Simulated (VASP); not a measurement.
# Ba5Na4Al2O10 in VASP: further runs, part 2 of 3

VASP 6.6.1.

## Step 3: Single point, PBE

The input, INCAR:

```
SYSTEM = Ba5Na4Al2O10
PREC = Accurate
ENCUT = 520
EDIFF = 1E-6
ISMEAR = -1
SIGMA = 0.1172
LREAL = Auto
LASPH = .True.
NELM = 100
ALGO = Normal
ISIF = 2
LWAVE = .False.
LCHARG = .False.
GGA = PE
NBANDS = 88
ISYM = 0
```

The input, KPOINTS:

```
regular mesh
0
Gamma
  1 1 1
  0 0 0
```

The input, POSCAR:

```
Ba5Na4Al2O10
1.0
    6.9327090000     -0.0765500000      0.0671430000
   -0.0765500000      7.2143380000     -0.0554530000
    0.0671430000     -0.0554530000      6.7389310000
Ba O Al Na
5 10 2 4
Direct
    0.7079516283      0.8888207793      0.2299213009
    0.4206314931      0.6892867807      0.8598538195
    0.9516204165      0.6495084383      0.7904687764
    0.4969635194      0.1157498616      0.6578375792
    0.9937986493      0.1172568173      0.6765734238
    0.2310474589      0.1241259194      0.4085018729
    0.6461662211      0.4175883470      0.8279345772
    0.0903635947      0.4721920461      0.5311468811
    0.4735679961      0.5483108929      0.2841411654
    0.2210345133      0.8042101394      0.5769674663
    0.6709034836      0.8031011109      0.6008187194
    0.7393560570      0.2113879733      0.3637960551
    0.4186144182     -0.0080847086      0.0221493069
    0.1158717569      0.6992995981      0.1958538058
    0.9885692018      0.0319895138      1.0646708525
    0.1919390454     -0.0526861466      0.1849385358
    0.2696697968      0.6185815575      0.3882786104
    0.7412218021      0.4318276938      0.1248879512
    0.0473689639      0.3128228687      0.2378557478
    0.4503892220      0.3077244275      0.1041194455
    0.6598521295      0.4758553239      0.5031191377
```

Potentials or basis: VASP PAW PBE potentials, release 64 (Ba_sv, O, Al, Na_pv).

Launch:

```
$ cat potpaw_PBE.64/Ba_sv/POTCAR potpaw_PBE.64/O/POTCAR potpaw_PBE.64/Al/POTCAR potpaw_PBE.64/Na_pv/POTCAR > POTCAR
$ mpirun -np 1 vasp_gam > vasp.out
```

OUTCAR:

```text
SYSTEM = Ba5Na4Al2O10
   PREC = Accurate
   ENCUT = 520
   EDIFF = 1E-6
   ISMEAR = -1
   LREAL = Auto
   LASPH = .True.
   NELM = 100
   ISIF = 2
   GGA = PE
   ISYM = 0

 ion  position               nearest neighbor table
   1  0.708  0.889  0.230-  15 2.44  12 2.49  11 2.59  13 2.60   9 2.94  14 3.17  18 3.37  16 3.38
                             2 3.50  21 3.53   4 3.60  16 3.63  20 3.66  17 3.72   3 3.79   5 3.95
   2  0.421  0.689  0.860-  13 2.43   7 2.54  10 2.54  11 2.57  14 3.07   9 3.08  20 3.24  16 3.26
                            21 3.28   3 3.30  17 3.39   4 3.41  18 3.47   1 3.50   3 3.72  17 3.73
   3  0.952  0.650  0.790-   8 2.35  10 2.58  11 2.62   7 2.68  14 2.99  21 3.06  18 3.09   2 3.30
                            15 3.30  17 3.47   5 3.48   2 3.72  16 3.78   1 3.79   5 3.92   1 4.55
   4  0.497  0.116  0.658-   6 2.52  11 2.60   7 2.64  12 2.66  13 2.67  10 2.97  21 3.00  20 3.30
                             2 3.41   5 3.45   5 3.49   1 3.60  16 4.02   2 4.38   1 4.50
   5  0.994  0.117  0.677-   6 2.42  15 2.70   8 2.82  10 2.85  12 2.87  11 3.19  19 3.31   4 3.45
                             3 3.48   4 3.49  21 3.73  16 3.76   3 3.92  16 3.94   1 3.95   1 4.51
   6  0.231  0.124  0.409-  16 1.98  19 2.23   5 2.42   4 2.52
   7  0.646  0.418  0.828-  18 2.12  21 2.24   2 2.54   4 2.64   3 2.68
   8  0.090  0.472  0.531-  17 1.88  19 2.29   3 2.35   5 2.82
   9  0.474  0.548  0.284-  17 1.65  21 2.06  20 2.11  18 2.29   1 2.94   2 3.08
  10  0.221  0.804  0.577-  17 1.86   2 2.54   3 2.58   5 2.85   4 2.97
  11  0.671  0.803  0.601-   2 2.57   1 2.59   4 2.60   3 2.62   5 3.19
  12  0.739  0.211  0.364-  21 2.19  18 2.28   1 2.49   4 2.66   5 2.87
  13  0.419  0.992  0.022-  16 1.92  20 2.34   2 2.43   1 2.60   4 2.67
  14  0.116  0.699  0.196-  17 1.81  16 1.86   3 2.99   2 3.07   1 3.17
  15  0.989  0.032  0.065-  16 1.77  19 2.35   1 2.44   5 2.70   3 3.30
  16  0.192  0.947  0.185-  15 1.77  14 1.86  13 1.92   6 1.98  17 2.83  19 2.86   2 3.26   1 3.38
                             1 3.63   5 3.76   3 3.78   5 3.94   4 4.02
  17  0.270  0.619  0.388-   9 1.65  14 1.81  10 1.86   8 1.88  16 2.83  19 2.85  21 3.03   2 3.39
                             3 3.47   1 3.72   2 3.73
  18  0.741  0.432  0.125-   7 2.12  20 2.19  12 2.28   9 2.29  19 2.45  21 2.62   3 3.09   1 3.37
                             2 3.47
  19  0.047  0.313  0.238-   6 2.23   8 2.29  15 2.35  18 2.45  17 2.85  16 2.86   5 3.31
  20  0.450  0.308  0.104-   9 2.11  18 2.19  13 2.34   2 3.24   4 3.30   1 3.66
  21  0.660  0.476  0.503-   9 2.06  12 2.19   7 2.24  18 2.62   4 3.00  17 3.03   3 3.06   2 3.28
                             1 3.53   5 3.73

IMPORTANT INFORMATION: All symmetrisations will be switched off!
NOSYMM: (Re-)initialisation of all symmetry stuff for point group C_1.

----------------------------------------------------------------------------------------

                                     Primitive cell

  volume of cell :     336.9542

  direct lattice vectors                    reciprocal lattice vectors
     6.932709000 -0.076550000  0.067143000     0.144274342  0.001519915 -0.001424963
    -0.076550000  7.214338000 -0.055453000     0.001519915  0.138637637  0.001125671
     0.067143000 -0.055453000  6.738931000    -0.001424963  0.001125671  0.148414949

  length of vectors
     6.933456725  7.214957222  6.739493619     0.144289384  0.138650538  0.148426058

  position of ions in fractional coordinates (direct lattice)
     0.707951628  0.888820779  0.229921301
     0.420631493  0.689286781  0.859853820
     0.951620416  0.649508438  0.790468776
     0.496963519  0.115749862  0.657837579
     0.993798649  0.117256817  0.676573424
     0.231047459  0.124125919  0.408501873
[... 13 lines left out ...]
     0.450389222  0.307724427  0.104119445
     0.659852130  0.475855324  0.503119138

[... 57 lines left out ...]
   dimension x,y,z NGXF=   108 NGYF=  108 NGZF=  100
   ions per type =               5  10   2   4
   NGX,Y,Z   is equivalent  to a cutoff of  12.95, 12.44, 12.33 a.u.
   NGXF,Y,Z  is equivalent  to a cutoff of  25.90, 24.89, 24.67 a.u.
 SYSTEM =  Ba5Na4Al2O10
   PREC   = accura    normal or accurate (medium, high low for compatibility)
   ISTART =      0    job   : 0-new  1-cont  2-samecut
   ICHARG =      2    charge: 1-file 2-atom 10-const
   ISPIN  =      1    spin polarized calculation?
   LNONCOLLINEAR =      F non collinear calculations
   LSORBIT =      F    spin-orbit coupling
   LASPH  =      T    aspherical Exc in radial PAW
   ENCUT  =  520.0 eV  38.22 Ry    6.18 a.u.  12.89 13.42 12.53*2*pi/ulx,y,z
   NELM   =    100;   NELMIN=  2; NELMDL= -5     # of ELM steps
   EDIFF  = 0.1E-05   stopping-criterion for ELM
   LREAL  =      T    real-space projection
   EDIFFG = 0.1E-04   stopping-criterion for IOM
   NSW    =      0    number of steps for IOM
   IBRION =     -1    ionic relax: 0-MD 1-quasi-New 2-CG
   NFREE  =      0    steps in history (QN), initial steepest desc. (CG)
   ISIF   =      2    stress and relaxation
   ISYM   =      0    0-nonsym 1-usesym 2-fastsym
   POTIM  = 0.5000    time-step for ionic-motion
   TEBEG  =    0.0;   TEEND  =   0.0 temperature during run
   PSTRESS=    0.0 pullay stress
   NELECT =     144.0000    total number of electrons
   NUPDOWN=      -1.0000    fix difference up-down
   EMIN   =  10.00;   EMAX   =-10.00  energy-range for DOS
   EFERMI =   0.00;   METHOD = LEGACY
   ISMEAR =    -1;   SIGMA  =   0.12  broadening in eV -4-tet -1-fermi 0-gaus
   EFERMI_NEDOS =   21; number of points for ismear=-14 and -15
   IALGO  =     38    algorithm
   IMIX   =      4    mixing-type and parameters
     AMIX     =   0.40;   BMIX     =  1.00
     AMIX_MAG =   1.60;   BMIX_MAG =  1.00
  volume/ion in A,a.u.               =      16.05       108.28
  Fermi-wavevector in a.u.,A,eV,Ry     =   1.233120  2.330259 20.688815  1.520585
  Thomas-Fermi vector in A             =   2.367863
   LORBIT       =      0    0 simple, 1 ext, 2 COOP (PROOUT), +10 PAW based schemes
   GGA     = PE    functional components
   LHFCALC =     F    Hartree Fock is set to
   AEXX    =    0.0000 exact exchange contribution
   IVDW    =     0    specifies the selected vdW correction
   LEPSILON=     F    determine dielectric tensor
   LRPA    =     F    only Hartree local field effects (RPA)
 non-spin polarized calculation
  energy-cutoff  :      520.00
  volume of cell :      336.95
 maximum number of plane-waves:      4544
 NGX is ok and might be reduce to    50
   NGX = 25   NGY = 27   NGZ = 25

 number of electron     144.0000036 magnetization

 Free energy of the ion-electron system (eV)
  ---------------------------------------------------
  ext. energy  EPLUGINS =         0.00000000
  ---------------------------------------------------
  free energy    TOTEN  =      -112.77414499 eV

  energy without entropy =     -112.76103916  energy(sigma->0) =     -112.76759207

 E-fermi :   3.6578     XC(G=0):  -9.6892

 val. band max:        3.0193391066   @ k =   0.0000   0.0000   0.0000
 cond. band min:       4.2953349739   @ k =   0.0000   0.0000   0.0000
 fundamental gap:      1.2759958672
 Fermi energy:         3.6578028855

 k-point     1 :       0.0000    0.0000    0.0000
  band No.  band energies     occupation
      1     -23.7174      2.00000
      2     -23.4663      2.00000
      3     -23.3418      2.00000
      4     -23.0404      2.00000
      5     -22.9417      2.00000
      6     -21.6014      2.00000
[... 76 lines left out ...]
     83       7.8725      0.00000
     84       8.1684      0.00000
 [bands above 84 left out]

------------------------ aborting loop because EDIFF is reached ----------------------------------------

  FORCE on cell =-STRESS in cart. coord.  units (eV):
  Direction    XX          YY          ZZ          XY          YZ          ZX
  --------------------------------------------------------------------------------------
  -------------------------------------------------------------------------------------
  Total       22.2754289     19.0811171     10.8246760     -3.8926141      0.5084760      2.3831655
  in kB      105.9170152     90.7284423     51.4700470    -18.5089168      2.4177427     11.3316687
  external PRESSURE =      82.7051682 kB  Pullay stress =       0.0000000 kB

 VOLUME and BASIS-vectors are now :
 -----------------------------------------------------------------------------
  energy-cutoff  :      520.00
  volume of cell :      336.95
      direct lattice vectors                 reciprocal lattice vectors
     6.932709000 -0.076550000  0.067143000     0.144274342  0.001519915 -0.001424963
    -0.076550000  7.214338000 -0.055453000     0.001519915  0.138637637  0.001125671
     0.067143000 -0.055453000  6.738931000    -0.001424963  0.001125671  0.148414949

 POSITION                                       TOTAL-FORCE (eV/Angst)
 -----------------------------------------------------------------------------------
      4.85542      6.34531      1.54767         0.192982      0.641320      0.820597
      2.92108      4.89287      5.78452        -0.071342     -1.129898     -1.070222
      6.60066      4.56909      5.35479        -0.620057      0.945068     -0.430714
      3.48061      0.76054      4.46007        -0.361911     -0.038548     -1.214381
      6.92617      0.73234      4.61961        -0.530468      0.313661     -0.887307
      1.61971      0.85515      2.76150         0.411372     -1.150584     -2.732238
[... 13 lines left out ...]
      3.10585      2.17978      0.71483        -0.622765     -1.707528      0.325844
      4.57192      3.35457      3.40840         0.785884      0.241379      0.697044
 -----------------------------------------------------------------------------------
    total drift:                                0.007407     -0.000046      0.008911

  FREE ENERGIE OF THE ION-ELECTRON SYSTEM (eV)
  ---------------------------------------------------
  free  energy   TOTEN  =      -112.7741449883 eV

  energy  without entropy=     -112.7610391555  energy(sigma->0) =     -112.76759207
```

Wall time 37 s (1 thread of Intel Xeon Platinum 8559C (Emerald Rapids), shared host); peak memory 0.36 GiB.

Results:

```
Free energy            : -112.7741 eV
Pressure               : 8.3 GPa
Largest force          : 5.210 eV/Å
Band gap on the k mesh : 1.28 eV
```

Forces on the atoms (eV/Å):
```
Ba   0.193  0.641  0.821
Ba  -0.071 -1.130 -1.070
Ba  -0.620  0.945 -0.431
Ba  -0.362 -0.039 -1.214
Ba  -0.530  0.314 -0.887
O    0.411 -1.151 -2.732
O    0.349 -0.291  0.336
O    0.991 -0.864 -0.317
O    1.042  0.273 -1.410
O    0.774 -0.331  0.102
O    0.940  0.099  1.029
O   -0.042 -0.162  0.466
O   -1.432  0.250  1.360
O    0.511  0.372 -0.918
O    1.075  0.282 -1.203
Al   0.425  1.787  0.787
Al  -4.243  1.093  2.819
Na   0.569 -0.095  0.675
Na  -0.142 -0.527  0.764
Na  -0.623 -1.708  0.326
Na   0.786  0.241  0.697
```

Stress tensor (GPa, compression positive):
```
10.59 -1.85  1.13
-1.85  9.07  0.24
 1.13  0.24  5.15
```

Levels at points of the mesh, in eV from the valence-band top:
```csv
k point,band 69,band 70,band 71,band 72,band 73,band 74,band 75,band 76
"(0.00, 0.00, 0.00)",-0.95,-0.77,-0.60,0.00,1.28,2.67,2.95,3.21
```

Caveat: the k points lie up to 0.93 Å⁻¹ apart; spin-orbit coupling is left out, which moves the levels of the heavy elements.

## Step 4: Single point, PBE

The input, INCAR:

```
  PREC = Accurate
  ENCUT = 520
  EDIFF = 1E-7
  ISMEAR = -1
  SIGMA = 0.05
  LREAL = Auto
  LASPH = True
  NELM = 80
  ALGO = Normal
  ISIF = 2
  LWAVE = False
  LCHARG = True
  GGA = PE
  LELF = True
  LVHAR = True
  ISYM = 0
  NBANDS = 88
```

The input, KPOINTS:

```
regular mesh
0
Gamma
  1 1 1
```

The input, POSCAR:

```
Ba5Na4Al2O10
1.0
    6.9327090000     -0.0765500000      0.0671430000
   -0.0765500000      7.2143380000     -0.0554530000
    0.0671430000     -0.0554530000      6.7389310000
Ba O Al Na
5 10 2 4
Direct
    0.7211814267      0.9018568385      0.2549658667
    0.4252207537      0.6588290557      0.8602031169
    0.9526687358      0.6684799529      0.8057730791
    0.4703710649      0.1175497688      0.6608093128
    0.9744779912      0.1235723924      0.6407537166
    0.2427998023      0.0763964619      0.3575022664
    0.6560043176      0.3951359497      0.8588925122
    0.1311770305      0.4374684300      0.5559034983
    0.4446559479      0.5634518918      0.3002539369
    0.2027353159      0.8157295300      0.5945243233
    0.6854405225      0.8184434391      0.6346479302
    0.7296981625      0.2283297962      0.3775617303
    0.4329391177      0.9646762617      0.0171879429
    0.0902942624      0.7134192788      0.1929523557
    0.9982405473      0.0306999866     -0.0011042491
    0.1989597874      0.9463312642      0.1422687294
    0.2185995945      0.6321862711      0.4142722626
    0.7289259129      0.4576792401      0.1664374386
    0.0380181402      0.2841903599      0.2609962257
    0.4565051448      0.2635030099      0.1565886203
    0.6611659905      0.5135784759      0.5329821301
```

Potentials or basis: VASP PAW PBE potentials, release 64 (Ba_sv, O, Al, Na_pv).

Launch:

```
$ cat potpaw_PBE.64/Ba_sv/POTCAR potpaw_PBE.64/O/POTCAR potpaw_PBE.64/Al/POTCAR potpaw_PBE.64/Na_pv/POTCAR > POTCAR
$ mpirun -np 1 vasp_gam > vasp.out
```

OUTCAR:

```text
PREC = Accurate
   ENCUT = 520
   EDIFF = 1E-7
   ISMEAR = -1
   LREAL = Auto
   LASPH = True
   NELM = 80
   ISIF = 2
   GGA = PE
   ISYM = 0

 ion  position               nearest neighbor table
   1  0.721  0.902  0.255-  12 2.48  13 2.64  11 2.64  15 2.72  14 2.94   9 3.09  18 3.25  20 3.31
                            16 3.39  21 3.41  19 3.49   5 3.51   4 3.57  16 3.74   2 3.78   3 3.79
   2  0.425  0.659  0.860-  13 2.43   7 2.51  11 2.60  10 2.67  21 2.91   9 3.06  16 3.21  14 3.22
                             8 3.29   3 3.31  18 3.35  17 3.36  20 3.52   4 3.60   3 3.67   1 3.78
   3  0.953  0.668  0.806-  10 2.46  11 2.48   8 2.66  14 2.81   7 2.84  15 2.91  21 2.95  17 3.20
                            18 3.24   2 3.31  16 3.45   5 3.48   2 3.67   1 3.79   5 4.07   1 4.44
   4  0.470  0.118  0.661-   6 2.62  11 2.65  13 2.66   7 2.71  12 2.71  10 2.87  21 3.24   5 3.44
                            20 3.49   5 3.49   1 3.57  20 3.58   2 3.60  16 3.92   2 4.13   1 4.70
   5  0.974  0.124  0.641-  15 2.52   8 2.56  12 2.61   6 2.66  10 2.77  19 2.85  11 2.95   7 3.29
                             4 3.44   3 3.48   4 3.49   1 3.51  21 3.68  16 3.88  16 3.99   3 4.07
   6  0.243  0.076  0.358-  16 1.74  19 2.20   4 2.62   5 2.66
   7  0.656  0.395  0.859-  18 2.18  21 2.37   2 2.51   4 2.71   3 2.84   5 3.29
   8  0.131  0.437  0.556-  17 1.80  19 2.35   5 2.56   3 2.66   2 3.29
[... 270 lines left out ...]
     83       8.1932      0.00000
     84       8.3407      0.00000
 [bands above 84 left out]

------------------------ aborting loop because EDIFF is reached ----------------------------------------

  FORCE on cell =-STRESS in cart. coord.  units (eV):
  Direction    XX          YY          ZZ          XY          YZ          ZX
  --------------------------------------------------------------------------------------
  -------------------------------------------------------------------------------------
  Total       15.4649919     15.7103036     16.2367433     -2.0424150      1.4679015      0.4780452
  in kB       73.5341970     74.7006250     77.2037832     -9.7114404      6.9796969      2.2730481
  external PRESSURE =      75.1462017 kB  Pullay stress =       0.0000000 kB

 VOLUME and BASIS-vectors are now :
 -----------------------------------------------------------------------------
  energy-cutoff  :      520.00
  volume of cell :      336.95
      direct lattice vectors                 reciprocal lattice vectors
     6.932709000 -0.076550000  0.067143000     0.144274342  0.001519915 -0.001424963
    -0.076550000  7.214338000 -0.055453000     0.001519915  0.138637637  0.001125671
     0.067143000 -0.055453000  6.738931000    -0.001424963  0.001125671  0.148414949

 POSITION                                       TOTAL-FORCE (eV/Angst)
 -----------------------------------------------------------------------------------
      4.94782      6.43696      1.71661        -0.292951      0.168541     -0.617434
      2.95525      4.67276      5.78887        -0.477536     -0.573169     -0.213543
      6.60751      4.70503      5.45694        -0.359251     -0.012388      0.685742
      3.29632      0.77539      4.47821        -0.340912      0.079429     -0.339835
      6.78934      0.78137      4.37657         0.098805     -0.035412      0.785502
      1.70142      0.51274      2.42125        -0.156035      0.741248     -0.790428
[... 13 lines left out ...]
      3.15516      1.85737      1.07128        -0.183397     -0.255036      0.328182
      4.58014      3.62496      3.60764        -0.100770     -0.633577     -0.099083
 -----------------------------------------------------------------------------------
    total drift:                               -0.004331      0.002307     -0.010713

  FREE ENERGIE OF THE ION-ELECTRON SYSTEM (eV)
  ---------------------------------------------------
  free  energy   TOTEN  =      -115.3279745974 eV

  energy  without entropy=     -115.3279745944  energy(sigma->0) =     -115.32797460
```

Wall time 45 s (1 thread of Intel Xeon Platinum 8559C (Emerald Rapids), shared host); peak memory 0.35 GiB.

Results:

* Free energy: -115.3280 eV
* Pressure: 7.5 GPa
* Largest force: 1.404 eV/Å
* Band gap on the k mesh: 2.11 eV

Forces on the atoms (eV/Å):
```
Ba  -0.293  0.169 -0.617
Ba  -0.478 -0.573 -0.214
Ba  -0.359 -0.012  0.686
Ba  -0.341  0.079 -0.340
Ba   0.099 -0.035  0.786
O   -0.156  0.741 -0.790
O    0.278  0.239 -0.238
O   -0.206  0.756 -0.059
O   -0.176  0.463 -0.265
O    0.152 -1.105  0.344
O    0.280  0.045  0.048
O   -0.069 -0.099  0.231
O   -0.754  0.154  0.479
O    0.081 -0.475  0.292
O    1.065 -0.247  0.882
Al  -0.382  0.467 -0.158
Al   1.159  0.054 -0.591
Na   0.215  0.061 -0.213
Na   0.167  0.206 -0.492
Na  -0.183 -0.255  0.328
Na  -0.101 -0.634 -0.099
```

Stress tensor (GPa, compression positive):
```
 7.35 -0.97  0.23
-0.97  7.47  0.70
 0.23  0.70  7.72
```

Levels at points of the mesh, in eV from the valence-band top:
```tsv
k point	band 68	band 69	band 70	band 71	band 72	band 73	band 74	band 75	band 76	band 77
(0.00, 0.00, 0.00)	-0.79	-0.72	-0.53	-0.49	0.00	2.11	3.15	3.45	3.72	4.37
```

Caveat: the k points lie up to 0.93 Å⁻¹ apart; spin-orbit coupling is left out, which moves the levels of the heavy elements.

[end of part 2 of 3]
